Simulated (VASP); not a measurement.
# Mo3H (P4/mmm) in VASP: notebook

Mo3H is run at these levels: PBE; tasks: single point.

Program: VASP 6.6.1. These are calculated values, not measurements. Logs are shortened: lines on timing, memory, paths and dates and some standing lists are left out, and cuts for length are marked.

### 1 The cell of the first run

The structure is tetragonal, space group P4/mmm (No. 123). The conventional cell has a = 2.942 Å, b = 2.942 Å, c = 5.996 Å, α = 90.00°, β = 90.00°, γ = 90.00°. Within 3.2 Å of H (site symmetry 4/mmm) lie 10 Mo at 2.41 to 3.00 Å and 4 H at 2.94 Å. Mo (site symmetry 4mm) has 4 H at 2.41 Å and 9 Mo at 2.42 to 2.94 Å within 3.2 Å. Within 3.6 Å of Mo (site symmetry 4/mmm) lie 12 Mo at 2.74 to 2.94 Å and 2 H at 3.00 Å.

### 2 Single point, PBE

INCAR

```
SYSTEM = Mo3H
PREC = Accurate
ENCUT = 520
EDIFF = 1E-6
ISMEAR = 0
SIGMA = 0.2
LREAL = .False.
LASPH = .True.
NELM = 60
ALGO = Normal
ISIF = 2
LWAVE = .False.
LCHARG = .False.
GGA = PE
NBANDS = 30
```

KPOINTS

```
Automatic mesh
0
Gamma
  6 6 3
  0 0 0
```

POSCAR

```
Mo3H
1.0
    2.9423200127      0.0000000000      0.0000000000
    0.0000000000      2.9423200127      0.0000000000
    0.0000000000      0.0000000000      5.9960340269
H Mo
1 3
Direct
    0.0000000000      0.0000000000      0.5000000000
    0.5000000000      0.5000000000      0.7020569861
    0.5000000000      0.5000000000      0.2979430139
    0.0000000000      0.0000000000      0.0000000000
```

Potentials or basis: VASP PAW PBE potentials, release 64 (H, Mo_sv).

Started as:

```console
cat potpaw_PBE.64/H/POTCAR potpaw_PBE.64/Mo_sv/POTCAR > POTCAR
mpirun -np 1 vasp_std > vasp.out
```

OUTCAR:

```text
SYSTEM = Mo3H
   PREC = Accurate
   ENCUT = 520
   EDIFF = 1E-6
   ISMEAR = 0
   LREAL = .False.
   LASPH = .True.
   NELM = 60
   ISIF = 2
   GGA = PE

 ion  position               nearest neighbor table
   1  0.000  0.000  0.500-
   2  0.500  0.500  0.702-   3 2.42   4 2.74   4 2.74   4 2.74   4 2.74
   3  0.500  0.500  0.298-   2 2.42   4 2.74   4 2.74   4 2.74   4 2.74
   4  0.000  0.000  0.000-   2 2.74   3 2.74   2 2.74   3 2.74   2 2.74   3 2.74   2 2.74   3 2.74

  LATTYP: Found a simple tetragonal cell.
 ALAT       =     2.9423200127
 C/A-ratio  =     2.0378592407

  Lattice vectors:

 A1 = (   2.9423200127,   0.0000000000,   0.0000000000)
 A2 = (   0.0000000000,   2.9423200127,   0.0000000000)
 A3 = (   0.0000000000,   0.0000000000,   5.9960340269)

Analysis of symmetry for initial positions (statically):
=====================================================================
 Subroutine PRICEL returns:
 Original cell was already a primitive cell.

 Routine SETGRP: Setting up the symmetry group for a
 simple tetragonal supercell.

 Subroutine GETGRP returns: Found 16 space group operations
 (whereof 16 operations were pure point group operations)
 out of a pool of 16 trial point group operations.

The static configuration has the point symmetry D_4h.

Analysis of symmetry for dynamics (positions and initial velocities):
=====================================================================
 Subroutine PRICEL returns:
 Original cell was already a primitive cell.

 Routine SETGRP: Setting up the symmetry group for a
 simple tetragonal supercell.

 Subroutine GETGRP returns: Found 16 space group operations
 (whereof 16 operations were pure point group operations)
 out of a pool of 16 trial point group operations.

The dynamic configuration has the point symmetry D_4h.

 Subroutine INISYM returns: Found 16 space group operations
 (whereof 16 operations are pure point group operations),
 and found     1 'primitive' translations

----------------------------------------------------------------------------------------

                                     Primitive cell

  volume of cell :      51.9091

  direct lattice vectors                    reciprocal lattice vectors
     2.942320013  0.000000000  0.000000000     0.339867858  0.000000000  0.000000000
     0.000000000  2.942320013  0.000000000     0.000000000  0.339867858  0.000000000
     0.000000000  0.000000000  5.996034027     0.000000000  0.000000000  0.166776905

  length of vectors
     2.942320013  2.942320013  5.996034027     0.339867858  0.339867858  0.166776905

  position of ions in fractional coordinates (direct lattice)
     0.000000000  0.000000000  0.500000000
     0.500000000  0.500000000  0.702056986
     0.500000000  0.500000000  0.297943014
     0.000000000  0.000000000  0.000000000

  ion indices of the primitive-cell ions
   primitive index   ion index
                 1           1
                 2           2
                 3           3
                 4           4

----------------------------------------------------------------------------------------

 KPOINTS: Automatic mesh

Automatic generation of k-mesh.
 Grid dimensions read from file:
 generate k-points for:    6    6    3

 Generating k-lattice:

  Cartesian coordinates                     Fractional coordinates (reciprocal lattice)
     0.056644643  0.000000000  0.000000000     0.166666667  0.000000000  0.000000000
     0.000000000  0.056644643  0.000000000     0.000000000  0.166666667  0.000000000
     0.000000000  0.000000000  0.055592302     0.000000000  0.000000000  0.333333333

  Length of vectors
     0.056644643  0.056644643  0.055592302

  Shift w.r.t. Gamma in fractional coordinates (k-lattice)
     0.000000000  0.000000000  0.000000000

 Subroutine IBZKPT returns following result:
 ===========================================

 Found     20 irreducible k-points:

 Following reciprocal coordinates:
            Coordinates               Weight
  0.000000  0.000000  0.000000      1.000000
  0.166667  0.000000  0.000000      4.000000
  0.333333  0.000000  0.000000      4.000000
  0.500000  0.000000  0.000000      2.000000
  0.166667  0.166667  0.000000      4.000000
  0.333333  0.166667  0.000000      8.000000
[... 12 lines left out ...]
  0.500000  0.333333  0.333333      8.000000
  0.500000  0.500000  0.333333      2.000000
   k-points           NKPTS =     20   k-points in BZ     NKDIM =     20   number of bands    NBANDS=     30
   number of dos      NEDOS =    301   number of ions     NIONS =      4
   total plane-waves  NPLWV =  27648
   dimension x,y,z NGX =    24 NGY =   24 NGZ =   48
   dimension x,y,z NGXF=    48 NGYF=   48 NGZF=   96
   ions per type =               1   3
   NGX,Y,Z   is equivalent  to a cutoff of  13.56, 13.56, 13.31 a.u.
   NGXF,Y,Z  is equivalent  to a cutoff of  27.12, 27.12, 26.62 a.u.
 SYSTEM =  Mo3H
   PREC   = accura    normal or accurate (medium, high low for compatibility)
   ISTART =      0    job   : 0-new  1-cont  2-samecut
   ICHARG =      2    charge: 1-file 2-atom 10-const
   ISPIN  =      1    spin polarized calculation?
   LNONCOLLINEAR =      F non collinear calculations
   LSORBIT =      F    spin-orbit coupling
   LASPH  =      T    aspherical Exc in radial PAW
   ENCUT  =  520.0 eV  38.22 Ry    6.18 a.u.   5.47  5.47 11.15*2*pi/ulx,y,z
   NELM   =     60;   NELMIN=  2; NELMDL= -5     # of ELM steps
   EDIFF  = 0.1E-05   stopping-criterion for ELM
   LREAL  =      F    real-space projection
   EDIFFG = 0.1E-04   stopping-criterion for IOM
   NSW    =      0    number of steps for IOM
   IBRION =     -1    ionic relax: 0-MD 1-quasi-New 2-CG
   NFREE  =      0    steps in history (QN), initial steepest desc. (CG)
   ISIF   =      2    stress and relaxation
   ISYM   =      2    0-nonsym 1-usesym 2-fastsym
   POTIM  = 0.5000    time-step for ionic-motion
   TEBEG  =    0.0;   TEEND  =   0.0 temperature during run
   PSTRESS=    0.0 pullay stress
   NELECT =      43.0000    total number of electrons
   NUPDOWN=      -1.0000    fix difference up-down
   EMIN   =  10.00;   EMAX   =-10.00  energy-range for DOS
   EFERMI =   0.00;   METHOD = LEGACY
   ISMEAR =     0;   SIGMA  =   0.20  broadening in eV -4-tet -1-fermi 0-gaus
   EFERMI_NEDOS =   21; number of points for ismear=-14 and -15
   IALGO  =     38    algorithm
   IMIX   =      4    mixing-type and parameters
     AMIX     =   0.40;   BMIX     =  1.00
     AMIX_MAG =   1.60;   BMIX_MAG =  1.00
  volume/ion in A,a.u.               =      12.98        87.58
  Fermi-wavevector in a.u.,A,eV,Ry     =   1.537504  2.905462 32.163079  2.363920
  Thomas-Fermi vector in A             =   2.644004
   LORBIT       =      0    0 simple, 1 ext, 2 COOP (PROOUT), +10 PAW based schemes
   GGA     = PE    functional components
   LHFCALC =     F    Hartree Fock is set to
   AEXX    =    0.0000 exact exchange contribution
   IVDW    =     0    specifies the selected vdW correction
   LEPSILON=     F    determine dielectric tensor
   LRPA    =     F    only Hartree local field effects (RPA)
 non-spin polarized calculation
 Gauss-broadening in eV      SIGMA  =   0.20
  energy-cutoff  :      520.00
  volume of cell :       51.91
 maximum number of plane-waves:      1431
 NGX is ok and might be reduce to    24
   NGX = 11   NGY = 11   NGZ = 23

 number of electron      42.9999994 magnetization

 Free energy of the ion-electron system (eV)
  ---------------------------------------------------
  ext. energy  EPLUGINS =         0.00000000
  ---------------------------------------------------
  free energy    TOTEN  =       -34.01793288 eV

  energy without entropy =      -33.95818408  energy(sigma->0) =      -33.98805848

 E-fermi :  11.2189     XC(G=0): -12.9591

 val. band max:       11.2019130566   @ k =   0.5000   0.0000   0.3333
 cond. band min:      11.2229607822   @ k =   0.1667   0.0000   0.3333
 fundamental gap:      0.0210477256
 Fermi energy:        11.2188598145

 k-point     1 :       0.0000    0.0000    0.0000
  band No.  band energies     occupation
      1     -49.6667      2.00000
      2     -49.4028      2.00000
      3     -49.2300      2.00000
      4     -24.2854      2.00000
      5     -23.7139      2.00000
      6     -23.6124      2.00000
[... 22 lines left out ...]
     29      15.5498      0.00000
     30      15.5498      0.00000

 k-point     2 :       0.1667    0.0000    0.0000
  band No.  band energies     occupation
      1     -49.6417      2.00000
      2     -49.3909      2.00000
      3     -49.2310      2.00000
      4     -24.3293      2.00000
      5     -23.7865      2.00000
      6     -23.6906      2.00000
[... 22 lines left out ...]
     29      15.6262      0.00000
     30      16.6726      0.00000

 k-point     3 :       0.3333    0.0000    0.0000
  band No.  band energies     occupation
      1     -49.5884      2.00000
      2     -49.3669      2.00000
      3     -49.2361      2.00000
      4     -24.4341      2.00000
      5     -23.9970      2.00000
      6     -23.8677      2.00000
[... 22 lines left out ...]
     29      15.3199      0.00000
     30      16.3126      0.00000

 k-point     4 :       0.5000    0.0000    0.0000
  band No.  band energies     occupation
      1     -49.5595      2.00000
      2     -49.3549      2.00000
      3     -49.2409      2.00000
      4     -24.4915      2.00000
      5     -24.1112      2.00000
      6     -23.9748      2.00000
[... 484 lines left out ...]
     29      15.7176      0.00000
     30      17.0608      0.00000

 k-point    19 :       0.5000    0.3333    0.3333
  band No.  band energies     occupation
      1     -49.5217      2.00000
      2     -49.3219      2.00000
      3     -49.2046      2.00000
      4     -24.2009      2.00000
      5     -24.0610      2.00000
      6     -23.9845      2.00000
[... 22 lines left out ...]
     29      17.2795      0.00000
     30      17.4533      0.00000

 k-point    20 :       0.5000    0.5000    0.3333
  band No.  band energies     occupation
      1     -49.5096      2.00000
      2     -49.3103      2.00000
      3     -49.1924      2.00000
      4     -24.1384      2.00000
      5     -24.1144      2.00000
      6     -24.1144      2.00000
[... 22 lines left out ...]
     29      17.3758      0.00000
     30      17.3758      0.00000

------------------------ aborting loop because EDIFF is reached ----------------------------------------

  FORCE on cell =-STRESS in cart. coord.  units (eV):
  Direction    XX          YY          ZZ          XY          YZ          ZX
  --------------------------------------------------------------------------------------
  -------------------------------------------------------------------------------------
  Total        0.3111491      0.3111491      0.2907824      0.0000000      0.0000000      0.0000000
  in kB        9.6036253      9.6036253      8.9750083      0.0000000      0.0000000      0.0000000
  external PRESSURE =       9.3940863 kB  Pullay stress =       0.0000000 kB

 VOLUME and BASIS-vectors are now :
 -----------------------------------------------------------------------------
  energy-cutoff  :      520.00
  volume of cell :       51.91
      direct lattice vectors                 reciprocal lattice vectors
     2.942320013  0.000000000  0.000000000     0.339867858  0.000000000  0.000000000
     0.000000000  2.942320013  0.000000000     0.000000000  0.339867858  0.000000000
     0.000000000  0.000000000  5.996034027     0.000000000  0.000000000  0.166776905

 POSITION                                       TOTAL-FORCE (eV/Angst)
 -----------------------------------------------------------------------------------
      0.00000      0.00000      2.99802         0.000000      0.000000      0.000000
      1.47116      1.47116      4.20956         0.000000      0.000000      0.105289
      1.47116      1.47116      1.78648         0.000000     -0.000000     -0.105289
      0.00000      0.00000      0.00000         0.000000      0.000000      0.000000
 -----------------------------------------------------------------------------------
    total drift:                                0.000000     -0.000000     -0.000000

  FREE ENERGIE OF THE ION-ELECTRON SYSTEM (eV)
  ---------------------------------------------------
  free  energy   TOTEN  =       -34.0179328838 eV

  energy  without entropy=      -33.9581840831  energy(sigma->0) =      -33.98805848
```

Run time: 37 s. Hardware: 1 thread of Intel Xeon Platinum 8259CL at 2.50GHz (Skylake/Cascade Lake), shared host; peak memory 0.18 GiB.

What came out:

| Property | Result |
| --- | --- |
| Free energy | -34.0179 eV |
| Pressure | 0.9 GPa |
| Largest force | 0.105 eV/Å |

Forces in eV/Å, atoms in the order of the input:
```
H    0.000  0.000  0.000
Mo   0.000  0.000  0.105
Mo   0.000  0.000 -0.105
Mo   0.000  0.000  0.000
```

### 3 Single point, PBE

This run uses another cell than the first one, of 15.64 Å³/atom, 1.205 times its volume.

INCAR

```
  PREC = Accurate
  ENCUT = 520
  EDIFF = 1E-6
  ISMEAR = 0
  SIGMA = 0.2
  LREAL = False
  LASPH = True
  NELM = 60
  ALGO = Normal
  ISIF = 2
  LWAVE = False
  LCHARG = True
  GGA = PE
  LELF = True
  LVHAR = True
  NBANDS = 30
```

KPOINTS

```
Automatic mesh
0
Gamma
  5 5 5
```

POSCAR

```
Mo3H
1.0
    4.9384816074      0.0000000000      0.0000000000
    0.0000000000      4.9384816074      0.0000000000
    0.0000000000      0.0000000000      2.5652417033
H Mo
1 3
Direct
    0.0000000000      0.0000000000      0.0000000000
    0.5000000000      0.5000000000      0.5000000000
    0.0000000000      0.5000000000      0.5000000000
    0.5000000000      0.0000000000      0.5000000000
```

Potentials or basis: VASP PAW PBE potentials, release 64 (H, Mo_sv).

Started as:

```console
cat potpaw_PBE.64/H/POTCAR potpaw_PBE.64/Mo_sv/POTCAR > POTCAR
mpirun -np 1 vasp_std > vasp.out
```

It took 49 s on 1 thread of Intel Xeon Platinum 8259CL at 2.50GHz (Skylake/Cascade Lake), shared host; peak memory 0.19 GiB.

Results (log left out):

| Item | Value |
| --- | --- |
| Free energy | -30.3184 eV |
| Pressure | 0.6 GPa |

Levels at points of the mesh, in eV from the Fermi level:
```
           k point  band 17  band 18  band 19  band 20  band 21  band 22  band 23  band 24  band 25  band 26
(0.00, 0.00, 0.00)    -4.04    -3.27    -2.19     0.74     0.74     0.96     0.96     1.11     2.34     2.72
```

Caveat: the k points lie up to 0.49 Å⁻¹ apart.
